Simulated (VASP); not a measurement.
# AlN (zincblende type) (F-43m) in VASP: further runs

The runs below take AlN (zincblende type) through density of states, with LDA.

Everything below comes from runs of VASP 6.6.1. Logs are shortened: lines on timing, memory, paths and dates and some standing lists are left out, and cuts for length are marked.

## 1. The cell of the first run

The structure is cubic, space group F-43m (No. 216). Conventional cell: a = 3.558 Å, b = 3.558 Å, c = 3.558 Å, α = 90.00°, β = 90.00°, γ = 90.00°. Al (site symmetry -43m) has 4 N at 1.54 Å within 2.1 Å. Within 2.1 Å of N (site symmetry -43m) lie 4 Al at 1.54 Å.

## 2. Density of states, LDA (volume scaled by 0.55)

POSCAR reads:

```
AlN
1.0
    0.0000000000      1.7788500260      1.7788500260
    1.7788500260      0.0000000000      1.7788500260
    1.7788500260      1.7788500260      0.0000000000
Al N
1 1
Direct
    0.0000000000      0.0000000000      0.0000000000
    0.2500000000      0.2500000000      0.2500000000
```

INCAR.step1 reads:

```
  ALGO = Normal
  EDIFF = 1E-6
  ENCUT = 520
  ISIF = 2
  ISMEAR = -1
  LASPH = T
  LCHARG = T
  LREAL = F
  LWAVE = F
  NBANDS = 11
  NELM = 100
  PREC = Accurate
  SIGMA = 0.1
```

KPOINTS.step1 reads:

```
k-points
0
Gamma
  17 17 17
```

INCAR.step2 reads:

```
  ALGO = Normal
  EDIFF = 1E-6
  ENCUT = 520
  ICHARG = 11
  ISIF = 2
  ISMEAR = -5
  LASPH = T
  LCHARG = F
  LORBIT = 11
  LREAL = F
  LWAVE = F
  NBANDS = 11
  NEDOS = 2001
  NELM = 100
  PREC = Accurate
  SIGMA = 0.1
```

KPOINTS.step2 reads:

```
k-points
0
Gamma
  26 26 26
```

Potentials or basis: VASP PAW LDA potentials, release 64 (Al, N).

On the command line:

```
$ cat potpaw_LDA.64/Al/POTCAR potpaw_LDA.64/N/POTCAR > POTCAR
$ cp INCAR.step1 INCAR
$ cp KPOINTS.step1 KPOINTS
$ mpirun -np 1 vasp_std > vasp.out
$ cp INCAR.step2 INCAR
$ cp KPOINTS.step2 KPOINTS
$ mpirun -np 1 vasp_std > vasp.out
```

OUTCAR:

```text
EDIFF = 1E-6
   ENCUT = 520
   ICHARG = 11
   ISIF = 2
   ISMEAR = -5
   LASPH = T
   LORBIT = 11
   LREAL = F
   NELM = 100
   PREC = Accurate

 ion  position               nearest neighbor table
   1  0.000  0.000  0.000-   2 1.54   2 1.54   2 1.54   2 1.54
   2  0.250  0.250  0.250-   1 1.54   1 1.54   1 1.54   1 1.54

  LATTYP: Found a face centered cubic cell.
 ALAT       =     3.5577000520

  Lattice vectors:

 A1 = (   0.0000000000,   1.7788500260,   1.7788500260)
 A2 = (   1.7788500260,   0.0000000000,   1.7788500260)
 A3 = (   1.7788500260,   1.7788500260,   0.0000000000)

Analysis of symmetry for initial positions (statically):
=====================================================================
 Subroutine PRICEL returns:
 Original cell was already a primitive cell.

 Routine SETGRP: Setting up the symmetry group for a
 face centered cubic supercell.

 Subroutine GETGRP returns: Found 24 space group operations
 (whereof 24 operations were pure point group operations)
 out of a pool of 48 trial point group operations.

The static configuration has the point symmetry T_d .

Analysis of symmetry for dynamics (positions and initial velocities):
=====================================================================
 Subroutine PRICEL returns:
 Original cell was already a primitive cell.

 Routine SETGRP: Setting up the symmetry group for a
 face centered cubic supercell.

 Subroutine GETGRP returns: Found 24 space group operations
 (whereof 24 operations were pure point group operations)
 out of a pool of 48 trial point group operations.

The dynamic configuration has the point symmetry T_d .

 Subroutine INISYM returns: Found 24 space group operations
 (whereof 24 operations are pure point group operations),
 and found     1 'primitive' translations

----------------------------------------------------------------------------------------

                                     Primitive cell

  volume of cell :      11.2577

  direct lattice vectors                    reciprocal lattice vectors
     0.000000000  1.778850026  1.778850026    -0.281080469  0.281080469  0.281080469
     1.778850026  0.000000000  1.778850026     0.281080469 -0.281080469  0.281080469
     1.778850026  1.778850026  0.000000000     0.281080469  0.281080469 -0.281080469

  length of vectors
     2.515673832  2.515673832  2.515673832     0.486845654  0.486845654  0.486845654

  position of ions in fractional coordinates (direct lattice)
     0.000000000  0.000000000  0.000000000
     0.250000000  0.250000000  0.250000000

  ion indices of the primitive-cell ions
   primitive index   ion index
                 1           1
                 2           2

----------------------------------------------------------------------------------------

 KPOINTS: k-points

Automatic generation of k-mesh.
 Grid dimensions read from file:
 generate k-points for:   26   26   26

 Generating k-lattice:

  Cartesian coordinates                     Fractional coordinates (reciprocal lattice)
    -0.010810787  0.010810787  0.010810787     0.038461538  0.000000000  0.000000000
     0.010810787 -0.010810787  0.010810787     0.000000000  0.038461538  0.000000000
     0.010810787  0.010810787 -0.010810787     0.000000000  0.000000000  0.038461538

  Length of vectors
     0.018724833  0.018724833  0.018724833

  Shift w.r.t. Gamma in fractional coordinates (k-lattice)
     0.000000000  0.000000000  0.000000000

 TETIRR: Found   2360 inequivalent tetrahedra from   105456

 Subroutine IBZKPT returns following result:
 ===========================================

 Found    511 irreducible k-points:

 Following reciprocal coordinates:
            Coordinates               Weight
  0.000000  0.000000  0.000000      1.000000
  0.038462  0.000000  0.000000      8.000000
  0.076923  0.000000  0.000000      8.000000
  0.115385  0.000000  0.000000      8.000000
  0.153846  0.000000  0.000000      8.000000
  0.192308  0.000000  0.000000      8.000000
[... 16 lines left out ...]
  0.346154  0.038462  0.000000     24.000000
  0.384615  0.038462  0.000000     24.000000
 [... further k-points ...]
   k-points           NKPTS =    511   k-points in BZ     NKDIM =    511   number of bands    NBANDS=     11
   number of dos      NEDOS =   2001   number of ions     NIONS =      2
   total plane-waves  NPLWV =   8000
   dimension x,y,z NGX =    20 NGY =   20 NGZ =   20
   dimension x,y,z NGXF=    40 NGYF=   40 NGZF=   40
   ions per type =               1   1
   NGX,Y,Z   is equivalent  to a cutoff of  13.22, 13.22, 13.22 a.u.
   NGXF,Y,Z  is equivalent  to a cutoff of  26.43, 26.43, 26.43 a.u.
 SYSTEM =  unknown system
   PREC   = accura    normal or accurate (medium, high low for compatibility)
   ISTART =      0    job   : 0-new  1-cont  2-samecut
   ICHARG =     11    charge: 1-file 2-atom 10-const
   ISPIN  =      1    spin polarized calculation?
   LNONCOLLINEAR =      F non collinear calculations
   LSORBIT =      F    spin-orbit coupling
   LASPH  =      T    aspherical Exc in radial PAW
   ENCUT  =  520.0 eV  38.22 Ry    6.18 a.u.   4.68  4.68  4.68*2*pi/ulx,y,z
   NELM   =    100;   NELMIN=  2; NELMDL=  0     # of ELM steps
   EDIFF  = 0.1E-05   stopping-criterion for ELM
   LREAL  =      F    real-space projection
   EDIFFG = 0.1E-04   stopping-criterion for IOM
   NSW    =      0    number of steps for IOM
   IBRION =     -1    ionic relax: 0-MD 1-quasi-New 2-CG
   NFREE  =      0    steps in history (QN), initial steepest desc. (CG)
   ISIF   =      2    stress and relaxation
   ISYM   =      2    0-nonsym 1-usesym 2-fastsym
   POTIM  = 0.5000    time-step for ionic-motion
   TEBEG  =    0.0;   TEEND  =   0.0 temperature during run
   PSTRESS=    0.0 pullay stress
   NELECT =       8.0000    total number of electrons
   NUPDOWN=      -1.0000    fix difference up-down
   EMIN   =  10.00;   EMAX   =-10.00  energy-range for DOS
   EFERMI =   0.00;   METHOD = LEGACY
   ISMEAR =    -5;   SIGMA  =   0.10  broadening in eV -4-tet -1-fermi 0-gaus
   EFERMI_NEDOS =   21; number of points for ismear=-14 and -15
   IALGO  =     38    algorithm
   IMIX   =      4    mixing-type and parameters
     AMIX     =   0.40;   BMIX     =  1.00
     AMIX_MAG =   1.60;   BMIX_MAG =  1.00
  volume/ion in A,a.u.               =       5.63        37.99
  Fermi-wavevector in a.u.,A,eV,Ry     =   1.460906  2.760711 29.038169  2.134245
  Thomas-Fermi vector in A             =   2.577300
   LORBIT       =     11    0 simple, 1 ext, 2 COOP (PROOUT), +10 PAW based schemes
   GGA     = CA    functional components
   LHFCALC =     F    Hartree Fock is set to
   AEXX    =    0.0000 exact exchange contribution
   IVDW    =     0    specifies the selected vdW correction
   LEPSILON=     F    determine dielectric tensor
   LRPA    =     F    only Hartree local field effects (RPA)
 non-spin polarized calculation
 Fermi weights with tetrahedron method with Bloechl corrections
  energy-cutoff  :      520.00
  volume of cell :       11.26
 maximum number of plane-waves:       316

 number of electron       7.9999998 magnetization

 Free energy of the ion-electron system (eV)
  ---------------------------------------------------
  ext. energy  EPLUGINS =         0.00000000
  ---------------------------------------------------
  free energy    TOTEN  =        -9.26857412 eV

  energy without entropy =       -9.26857412  energy(sigma->0) =       -9.26857412

 E-fermi :  13.3510     XC(G=0): -14.2346

 val. band max:       13.3243869104   @ k =  -0.1154   0.1154   0.0000
 cond. band min:      16.4616166351   @ k =   0.5000   0.5000   0.0000
 fundamental gap:      3.1372297247
 Fermi energy:        13.3509717631

 k-point     1 :       0.0000    0.0000    0.0000
  band No.  band energies     occupation
      1      -5.8698      2.00000
      2      13.2414      2.00000
      3      13.2414      2.00000
      4      13.2414      2.00000
      5      24.3017      0.00000
      6      33.0025      0.00000
      7      33.0025      0.00000
      8      33.0025      0.00000
      9      36.3279      0.00000
     10      36.3279      0.00000
     11      39.7877      0.00000

 k-point     2 :       0.0385    0.0000    0.0000
  band No.  band energies     occupation
      1      -5.8287      2.00000
      2      13.1012      2.00000
      3      13.2354      2.00000
      4      13.2354      2.00000
      5      24.3833      0.00000
      6      32.9063      0.00000
      7      33.0224      0.00000
      8      33.0224      0.00000
      9      35.9729      0.00000
     10      35.9729      0.00000
     11      39.5499      0.00000

 k-point     3 :       0.0769    0.0000    0.0000
  band No.  band energies     occupation
      1      -5.7054      2.00000
      2      12.6993      2.00000
      3      13.2177      2.00000
      4      13.2177      2.00000
      5      24.6066      0.00000
      6      32.6332      0.00000
      7      33.0299      0.00000
      8      33.0299      0.00000
      9      35.3209      0.00000
     10      35.3209      0.00000
     11      39.1139      0.00000

 k-point     4 :       0.1154    0.0000    0.0000
  band No.  band energies     occupation
      1      -5.5017      2.00000
      2      12.0821      2.00000
      3      13.1894      2.00000
      4      13.1894      2.00000
      5      24.9184      0.00000
      6      32.2247      0.00000
      7      32.8369      0.00000
      8      32.8369      0.00000
      9      34.9158      0.00000
     10      34.9158      0.00000
     11      38.7629      0.00000

 k-point     5 :       0.1538    0.0000    0.0000
  band No.  band energies     occupation
      1      -5.2199      2.00000
      2      11.3052      2.00000
      3      13.1523      2.00000
      4      13.1523      2.00000
      5      25.2572      0.00000
      6      31.7304      0.00000
      7      32.3119      0.00000
      8      32.3119      0.00000
      9      35.0078      0.00000
     10      35.0078      0.00000
     11      38.5909      0.00000
[... 211 lines left out ...]
 k-point    21 :       0.2692    0.0385    0.0000
  band No.  band energies     occupation
      1      -4.0894      2.00000
      2       8.8261      2.00000
      3      12.8803      2.00000
      4      13.0707      2.00000
      5      25.9083      0.00000
      6      29.4536      0.00000
      7      30.9377      0.00000
      8      31.0232      0.00000
      9      36.0703      0.00000
     10      37.3250      0.00000
     11      39.3135      0.00000

 k-point    22 :       0.3077    0.0385    0.0000
  band No.  band energies     occupation
      1      -3.5724      2.00000
      2       7.8516      2.00000
      3      12.8375      2.00000
      4      13.0116      2.00000
      5      26.0470      0.00000
      6      28.9169      0.00000
      7      30.3428      0.00000
      8      30.5766      0.00000
      9      36.8906      0.00000
     10      38.2392      0.00000
     11      39.8404      0.00000

 k-point    23 :       0.3462    0.0385    0.0000
  band No.  band energies     occupation
      1      -3.0189      2.00000
      2       6.9002      2.00000
      3      12.8051      2.00000
      4      12.9492      2.00000
      5      26.1547      0.00000
      6      28.4454      0.00000
      7      29.8255      0.00000
      8      30.1827      0.00000
      9      37.8180      0.00000
     10      39.2455      0.00000
     11      40.4777      0.00000

 k-point    24 :       0.3846    0.0385    0.0000
  band No.  band energies     occupation
      1      -2.4547      2.00000
      2       6.0094      2.00000
      3      12.7846      2.00000
      4      12.8872      2.00000
      5      26.2555      0.00000
      6      28.0367      0.00000
      7      29.3951      0.00000
      8      29.8568      0.00000
      9      38.8281      0.00000
     10      40.2957      0.00000
     11      41.1521      0.00000

 [... further k-points ...]

------------------------ aborting loop because EDIFF is reached ----------------------------------------

  FORCE on cell =-STRESS in cart. coord.  units (eV):
  Direction    XX          YY          ZZ          XY          YZ          ZX
  --------------------------------------------------------------------------------------
  -------------------------------------------------------------------------------------
  Total       27.9073420     27.9073420     27.9073420      0.0000000      0.0000000      0.0000000
  in kB     3971.7422556   3971.7422556   3971.7422556      0.0000000      0.0000000      0.0000000
  external PRESSURE =    3971.7422556 kB  Pullay stress =       0.0000000 kB

 VOLUME and BASIS-vectors are now :
 -----------------------------------------------------------------------------
  energy-cutoff  :      520.00
  volume of cell :       11.26
      direct lattice vectors                 reciprocal lattice vectors
     0.000000000  1.778850026  1.778850026    -0.281080469  0.281080469  0.281080469
     1.778850026  0.000000000  1.778850026     0.281080469 -0.281080469  0.281080469
     1.778850026  1.778850026  0.000000000     0.281080469  0.281080469 -0.281080469

 POSITION                                       TOTAL-FORCE (eV/Angst)
 -----------------------------------------------------------------------------------
      0.00000      0.00000      0.00000         0.000000      0.000000      0.000000
      0.88943      0.88943      0.88943        -0.000000     -0.000000     -0.000000
 -----------------------------------------------------------------------------------
    total drift:                               -0.000000     -0.000000      0.000000

  FREE ENERGIE OF THE ION-ELECTRON SYSTEM (eV)
  ---------------------------------------------------
  free  energy   TOTEN  =        -9.2685741156 eV

  energy  without entropy=       -9.2685741156  energy(sigma->0) =       -9.26857412

 total charge

# of ion       s       p       d       tot
------------------------------------------
    1        0.564   0.985   0.000   1.548
    2        1.334   3.175   0.000   4.509
--------------------------------------------------
tot          1.898   4.160   0.000   6.058
```

It took 19 s on 1 thread of Intel Xeon 6975P-C (Granite Rapids), shared host; peak memory 0.16 GiB.

Results:

```
Valence electrons inside the program's atomic spheres : Al 1.55; N 4.51
```

Levels at points of the mesh, in eV from the valence-band top:
```tsv
k point	band 2	band 3	band 4	band 5	band 6	band 7
(0.00, 0.00, 0.00)	-0.08	-0.08	-0.08	10.98	19.68	19.68
(0.50, 0.00, 0.00)	-9.05	-0.49	-0.49	13.59	14.38	15.23
(0.50, 0.50, 0.00)	-7.49	-2.29	-2.29	3.14	12.59	24.28
```

[end of part 1 of 3]
